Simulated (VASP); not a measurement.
# Y (Fm-3m) in VASP: a series of runs

Y is run at these levels: PBEsol; tasks: single point.

Everything below comes from runs of VASP 6.6.1. Logs are shortened: lines on timing, memory, paths and dates and some standing lists are left out, and cuts for length are marked.

## Step 1: The cell of the first run

Symmetry: Fm-3m, No. 225, cubic system. Conventional cell: a = 4.813 Å, b = 4.813 Å, c = 4.813 Å, α = 90.00°, β = 90.00°, γ = 90.00°. Within 4.5 Å of Y (site symmetry m-3m) lie 12 Y at 3.40 Å.

## Step 2: Single point, PBEsol (volume scaled by 0.9)

File INCAR:

```
  ALGO = Normal
  EDIFF = 1E-6
  ENCUT = 520
  GGA = PS
  ISIF = 2
  ISMEAR = -1
  LASPH = True
  LCHARG = False
  LREAL = False
  LWAVE = False
  NBANDS = 12
  NELM = 60
  PREC = Accurate
  SIGMA = 0.1
```

File KPOINTS:

```
k-points
0
Gamma
  13 13 13
```

File POSCAR:

```
Y
1.0
    0.0000000000      2.4063562143      2.4063562143
    2.4063562143      0.0000000000      2.4063562143
    2.4063562143      2.4063562143      0.0000000000
Y
1
Direct
    0.0000000000      0.0000000000      0.0000000000
```

Potentials or basis: VASP PAW PBE potentials, release 64 (Y_sv).

On the command line:

```console
> cat potpaw_PBE.64/Y_sv/POTCAR > POTCAR
> mpirun -np 1 vasp_std > vasp.out
```

OUTCAR:

```text
EDIFF = 1E-6
   ENCUT = 520
   GGA = PS
   ISIF = 2
   ISMEAR = -1
   LASPH = True
   LREAL = False
   NELM = 60
   PREC = Accurate

 ion  position               nearest neighbor table
   1  0.000  0.000  0.000-

  LATTYP: Found a face centered cubic cell.
 ALAT       =     4.8127124286

  Lattice vectors:

 A1 = (   0.0000000000,   2.4063562143,   2.4063562143)
 A2 = (   2.4063562143,   0.0000000000,   2.4063562143)
 A3 = (   2.4063562143,   2.4063562143,   0.0000000000)

Analysis of symmetry for initial positions (statically):
=====================================================================
 Subroutine PRICEL returns:
 Original cell was already a primitive cell.

 Routine SETGRP: Setting up the symmetry group for a
 face centered cubic supercell.

 Subroutine GETGRP returns: Found 48 space group operations
 (whereof 48 operations were pure point group operations)
 out of a pool of 48 trial point group operations.

The static configuration has the point symmetry O_h .

Analysis of symmetry for dynamics (positions and initial velocities):
=====================================================================
 Subroutine PRICEL returns:
 Original cell was already a primitive cell.

 Routine SETGRP: Setting up the symmetry group for a
 face centered cubic supercell.

 Subroutine GETGRP returns: Found 48 space group operations
 (whereof 48 operations were pure point group operations)
 out of a pool of 48 trial point group operations.

The dynamic configuration has the point symmetry O_h .

 Subroutine INISYM returns: Found 48 space group operations
 (whereof 48 operations are pure point group operations),
 and found     1 'primitive' translations

----------------------------------------------------------------------------------------

                                     Primitive cell

  volume of cell :      27.8683

  direct lattice vectors                    reciprocal lattice vectors
     0.000000000  2.406356214  2.406356214    -0.207783036  0.207783036  0.207783036
     2.406356214  0.000000000  2.406356214     0.207783036 -0.207783036  0.207783036
     2.406356214  2.406356214  0.000000000     0.207783036  0.207783036 -0.207783036

  length of vectors
     3.403101594  3.403101594  3.403101594     0.359890775  0.359890775  0.359890775

  position of ions in fractional coordinates (direct lattice)
     0.000000000  0.000000000  0.000000000

  ion indices of the primitive-cell ions
   primitive index   ion index
                 1           1

----------------------------------------------------------------------------------------

 KPOINTS: k-points

Automatic generation of k-mesh.
 Grid dimensions read from file:
 generate k-points for:   13   13   13

 Generating k-lattice:

  Cartesian coordinates                     Fractional coordinates (reciprocal lattice)
    -0.015983310  0.015983310  0.015983310     0.076923077  0.000000000  0.000000000
     0.015983310 -0.015983310  0.015983310     0.000000000  0.076923077  0.000000000
     0.015983310  0.015983310 -0.015983310     0.000000000  0.000000000  0.076923077

  Length of vectors
     0.027683906  0.027683906  0.027683906

  Shift w.r.t. Gamma in fractional coordinates (k-lattice)
     0.000000000  0.000000000  0.000000000

 Subroutine IBZKPT returns following result:
 ===========================================

 Found     84 irreducible k-points:

 Following reciprocal coordinates:
            Coordinates               Weight
  0.000000  0.000000  0.000000      1.000000
  0.076923  0.000000  0.000000      8.000000
  0.153846  0.000000  0.000000      8.000000
  0.230769  0.000000  0.000000      8.000000
  0.307692  0.000000  0.000000      8.000000
  0.384615  0.000000  0.000000      8.000000
[... 16 lines left out ...]
  0.384615  0.153846  0.000000     24.000000
  0.461538  0.153846  0.000000     24.000000
 [... further k-points ...]
   k-points           NKPTS =     84   k-points in BZ     NKDIM =     84   number of bands    NBANDS=     12
   number of dos      NEDOS =    301   number of ions     NIONS =      1
   total plane-waves  NPLWV =  21952
   dimension x,y,z NGX =    28 NGY =   28 NGZ =   28
   dimension x,y,z NGXF=    56 NGYF=   56 NGZF=   56
   ions per type =               1
   NGX,Y,Z   is equivalent  to a cutoff of  13.68, 13.68, 13.68 a.u.
   NGXF,Y,Z  is equivalent  to a cutoff of  27.36, 27.36, 27.36 a.u.
 SYSTEM =  unknown system
   PREC   = accura    normal or accurate (medium, high low for compatibility)
   ISTART =      0    job   : 0-new  1-cont  2-samecut
   ICHARG =      2    charge: 1-file 2-atom 10-const
   ISPIN  =      1    spin polarized calculation?
   LNONCOLLINEAR =      F non collinear calculations
   LSORBIT =      F    spin-orbit coupling
   LASPH  =      T    aspherical Exc in radial PAW
   ENCUT  =  520.0 eV  38.22 Ry    6.18 a.u.   6.33  6.33  6.33*2*pi/ulx,y,z
   NELM   =     60;   NELMIN=  2; NELMDL= -5     # of ELM steps
   EDIFF  = 0.1E-05   stopping-criterion for ELM
   LREAL  =      F    real-space projection
   EDIFFG = 0.1E-04   stopping-criterion for IOM
   NSW    =      0    number of steps for IOM
   IBRION =     -1    ionic relax: 0-MD 1-quasi-New 2-CG
   NFREE  =      0    steps in history (QN), initial steepest desc. (CG)
   ISIF   =      2    stress and relaxation
   ISYM   =      2    0-nonsym 1-usesym 2-fastsym
   POTIM  = 0.5000    time-step for ionic-motion
   TEBEG  =    0.0;   TEEND  =   0.0 temperature during run
   PSTRESS=    0.0 pullay stress
   NELECT =      11.0000    total number of electrons
   NUPDOWN=      -1.0000    fix difference up-down
   EMIN   =  10.00;   EMAX   =-10.00  energy-range for DOS
   EFERMI =   0.00;   METHOD = LEGACY
   ISMEAR =    -1;   SIGMA  =   0.10  broadening in eV -4-tet -1-fermi 0-gaus
   EFERMI_NEDOS =   21; number of points for ismear=-14 and -15
   IALGO  =     38    algorithm
   IMIX   =      4    mixing-type and parameters
     AMIX     =   0.40;   BMIX     =  1.00
     AMIX_MAG =   1.60;   BMIX_MAG =  1.00
  volume/ion in A,a.u.               =      27.87       188.06
  Fermi-wavevector in a.u.,A,eV,Ry     =   1.200888  2.269349 19.621394  1.442132
  Thomas-Fermi vector in A             =   2.336712
   LORBIT       =      0    0 simple, 1 ext, 2 COOP (PROOUT), +10 PAW based schemes
   GGA     = PS    functional components
   LHFCALC =     F    Hartree Fock is set to
   AEXX    =    0.0000 exact exchange contribution
   IVDW    =     0    specifies the selected vdW correction
   LEPSILON=     F    determine dielectric tensor
   LRPA    =     F    only Hartree local field effects (RPA)
 non-spin polarized calculation
  energy-cutoff  :      520.00
  volume of cell :       27.87
 maximum number of plane-waves:       763
 NGX is ok and might be reduce to    28
   NGX = 13   NGY = 13   NGZ = 13

 number of electron      10.9999999 magnetization

 Free energy of the ion-electron system (eV)
  ---------------------------------------------------
  ext. energy  EPLUGINS =         0.00000000
  ---------------------------------------------------
  free energy    TOTEN  =        -6.78395769 eV

  energy without entropy =       -6.74129947  energy(sigma->0) =       -6.76262858

 E-fermi :   3.7569     XC(G=0): -10.1953

 val. band max:        3.7528696869   @ k =   0.4615   0.2308   0.0769
 cond. band min:       3.7783679959   @ k =  -0.2308   0.3846   0.1538
 fundamental gap:      0.0254983090
 Fermi energy:         3.7568911463

 k-point     1 :       0.0000    0.0000    0.0000
  band No.  band energies     occupation
      1     -38.4762      2.00000
      2     -18.0378      2.00000
      3     -18.0378      2.00000
      4     -18.0378      2.00000
      5      -1.2113      2.00000
      6       5.6973      0.00000
      7       5.6973      0.00000
      8       5.6973      0.00000
      9       8.1239      0.00000
     10       8.1239      0.00000
     11      13.1878      0.00000
     12      16.9300      0.00000

 k-point     2 :       0.0769    0.0000    0.0000
  band No.  band energies     occupation
      1     -38.4690      2.00000
      2     -18.0965      2.00000
      3     -18.0448      2.00000
      4     -18.0448      2.00000
      5      -1.0341      2.00000
      6       5.4992      0.00000
      7       5.7801      0.00000
      8       5.7801      0.00000
      9       8.0223      0.00000
     10       8.0223      0.00000
     11      13.5951      0.00000
     12      16.2184      0.00000

 k-point     3 :       0.1538    0.0000    0.0000
  band No.  band energies     occupation
      1     -38.4489      2.00000
      2     -18.2560      2.00000
      3     -18.0642      2.00000
      4     -18.0642      2.00000
      5      -0.5372      2.00000
      6       5.0501      0.00000
      7       5.9585      0.00000
      8       5.9585      0.00000
      9       7.8564      0.00000
     10       7.8564      0.00000
     11      14.3532      0.00000
     12      15.3903      0.00000

 k-point     4 :       0.2308    0.0000    0.0000
  band No.  band energies     occupation
      1     -38.4204      2.00000
      2     -18.4735      2.00000
      3     -18.0913      2.00000
      4     -18.0913      2.00000
      5       0.1707      2.00000
      6       4.6138      0.00038
      7       6.0132      0.00000
      8       6.0132      0.00000
      9       7.9684      0.00000
     10       7.9684      0.00000
     11      13.7341      0.00000
     12      16.3093      0.00000

 k-point     5 :       0.3077    0.0000    0.0000
  band No.  band energies     occupation
      1     -38.3900      2.00000
      2     -18.6957      2.00000
      3     -18.1198      2.00000
      4     -18.1198      2.00000
      5       0.8886      2.00000
      6       4.4167      0.00272
      7       5.8449      0.00000
      8       5.8449      0.00000
      9       8.5162      0.00000
     10       8.5162      0.00000
     11      13.0111      0.00000
     12      16.3872      0.00000

 k-point     6 :       0.3846    0.0000    0.0000
  band No.  band energies     occupation
      1     -38.3645      2.00000
      2     -18.8740      2.00000
      3     -18.1432      2.00000
      4     -18.1432      2.00000
      5       1.3685      2.00000
      6       4.5804      0.00053
      7       5.6297      0.00000
      8       5.6297      0.00000
      9       9.2607      0.00000
     10       9.2607      0.00000
     11      12.6320      0.00000
     12      14.9181      0.00000

 k-point     7 :       0.4615    0.0000    0.0000
  band No.  band energies     occupation
      1     -38.3501      2.00000
      2     -18.9724      2.00000
      3     -18.1564      2.00000
      4     -18.1564      2.00000
      5       1.5503      2.00000
      6       4.8805      0.00003
      7       5.4988      0.00000
      8       5.4988      0.00000
      9       9.8296      0.00000
     10       9.8296      0.00000
     11      12.7453      0.00000
     12      13.5422      0.00000

 k-point     8 :       0.0769    0.0769    0.0000
  band No.  band energies     occupation
      1     -38.4666      2.00000
      2     -18.0955      2.00000
      3     -18.0574      2.00000
      4     -18.0574      2.00000
      5      -0.9752      2.00000
      6       5.3974      0.00000
      7       5.8342      0.00000
      8       5.8342      0.00000
      9       7.7547      0.00000
     10       8.2074      0.00000
     11      13.7371      0.00000
     12      16.5201      0.00000
[... 166 lines left out ...]
 k-point    20 :       0.1538    0.1538    0.0000
  band No.  band energies     occupation
      1     -38.4399      2.00000
      2     -18.2502      2.00000
      3     -18.1112      2.00000
      4     -18.1112      2.00000
      5      -0.3155      2.00000
      6       4.7090      0.00015
      7       6.2436      0.00000
      8       6.2436      0.00000
      9       6.8514      0.00000
     10       8.4481      0.00000
     11      15.1621      0.00000
     12      16.3006      0.00000

 k-point    21 :       0.2308    0.1538    0.0000
  band No.  band energies     occupation
      1     -38.4185      2.00000
      2     -18.3903      2.00000
      3     -18.1461      2.00000
      4     -18.1394      2.00000
      5       0.2198      2.00000
      6       4.3247      0.00682
      7       6.0677      0.00000
      8       6.4869      0.00000
      9       6.8956      0.00000
     10       8.6241      0.00000
     11      15.6171      0.00000
     12      16.3070      0.00000

 k-point    22 :       0.3077    0.1538    0.0000
  band No.  band energies     occupation
      1     -38.3915      2.00000
      2     -18.5729      2.00000
      3     -18.1782      2.00000
      4     -18.1746      2.00000
      5       0.9146      2.00000
      6       4.0323      0.11970
      7       5.5124      0.00000
      8       6.5315      0.00000
      9       7.6157      0.00000
     10       9.0117      0.00000
     11      14.7558      0.00000
     12      17.1038      0.00000

 k-point    23 :       0.3846    0.1538    0.0000
  band No.  band energies     occupation
      1     -38.3650      2.00000
      2     -18.7443      2.00000
      3     -18.2197      2.00000
      4     -18.2003      2.00000
      5       1.5791      2.00000
      6       3.9407      0.27463
      7       5.1146      0.00000
      8       6.3708      0.00000
      9       8.5602      0.00000
     10       9.5925      0.00000
     11      13.9159      0.00000
     12      15.8780      0.00000

 k-point    24 :       0.4615    0.1538    0.0000
  band No.  band energies     occupation
      1     -38.3452      2.00000
      2     -18.8666      2.00000
      3     -18.2654      2.00000
      4     -18.2074      2.00000
      5       1.9982      2.00000
      6       4.0119      0.14487
      7       5.0345      0.00001
      8       6.1652      0.00000
      9       9.5797      0.00000
     10       9.9904      0.00000
     11      13.0434      0.00000
     12      14.8302      0.00000

 [... further k-points ...]
[... 5 lines left out ...]
  --------------------------------------------------------------------------------------
  -------------------------------------------------------------------------------------
  Total        0.8496062      0.8496062      0.8496062     -0.0000000      0.0000000      0.0000000
  in kB       48.8448220     48.8448220     48.8448220     -0.0000000      0.0000000      0.0000000
  external PRESSURE =      48.8448220 kB  Pullay stress =       0.0000000 kB

 VOLUME and BASIS-vectors are now :
 -----------------------------------------------------------------------------
  energy-cutoff  :      520.00
  volume of cell :       27.87
      direct lattice vectors                 reciprocal lattice vectors
     0.000000000  2.406356214  2.406356214    -0.207783036  0.207783036  0.207783036
     2.406356214  0.000000000  2.406356214     0.207783036 -0.207783036  0.207783036
     2.406356214  2.406356214  0.000000000     0.207783036  0.207783036 -0.207783036

 POSITION                                       TOTAL-FORCE (eV/Angst)
 -----------------------------------------------------------------------------------
      0.00000      0.00000      0.00000        -0.000000      0.000000     -0.000000
 -----------------------------------------------------------------------------------
    total drift:                               -0.000000     -0.000000     -0.000000

  FREE ENERGIE OF THE ION-ELECTRON SYSTEM (eV)
  ---------------------------------------------------
  free  energy   TOTEN  =        -6.7839576877 eV

  energy  without entropy=       -6.7412994704  energy(sigma->0) =       -6.76262858
```

Run time: 17 s. Hardware: 1 thread of Intel Xeon 6975P-C (Granite Rapids), shared host; peak memory 0.19 GiB.

Results:

```
Free energy : -6.7840 eV
Pressure    : 4.9 GPa
```

Caveat: the cell differs from its parent crystal (volume scaled by 0.9); the PAW data sets were made with another functional, which shifts forces and pressure a little.

## Step 3: Single point, PBEsol

This run uses another cell than the first one, of 30.96 Å³/atom, 1.111 times its volume.

File INCAR:

```
SYSTEM = Y
  PREC = Accurate
  ENCUT = 520
  EDIFF = 1E-6
  ISMEAR = -1
  SIGMA = 0.1
  LREAL = .FALSE.
  LASPH = .TRUE.
  NELM = 80
  ALGO = Normal
  ISIF = 2
  LWAVE = .FALSE.
  LCHARG = .FALSE.
  GGA = PS
  NBANDS = 12
```

File KPOINTS:

```
regular mesh
0
G
  13 13 13
  0 0 0
```

File POSCAR:

```
Y
1.0
    0.0000000000      2.4923694166      2.4923694166
    2.4923694166      0.0000000000      2.4923694166
    2.4923694166      2.4923694166      0.0000000000
Y
1
Direct
    0.0000000000      0.0000000000      0.0000000000
```

Potentials or basis: VASP PAW PBE potentials, release 64 (Y_sv).

On the command line:

```console
> cat potpaw_PBE.64/Y_sv/POTCAR > POTCAR
> mpirun -np 1 vasp_std > vasp.out
```

Wall time 18 s (1 thread of Intel Xeon 6975P-C (Granite Rapids), shared host); peak memory 0.19 GiB.

The run converged. Its results:

```
Free energy : -6.8263 eV
Pressure    : -0.2 GPa
```

Levels at points of the mesh, in eV from the Fermi level:
```csv
k point,band 2,band 3,band 4,band 5,band 6,band 7,band 8,band 9
"(0.00, 0.00, 0.00)",-22.14,-22.14,-22.14,-4.85,1.83,1.83,1.83,3.97
```

Caveat: the PAW data sets were made with another functional, which shifts forces and pressure a little.

[end of part 1 of 2]
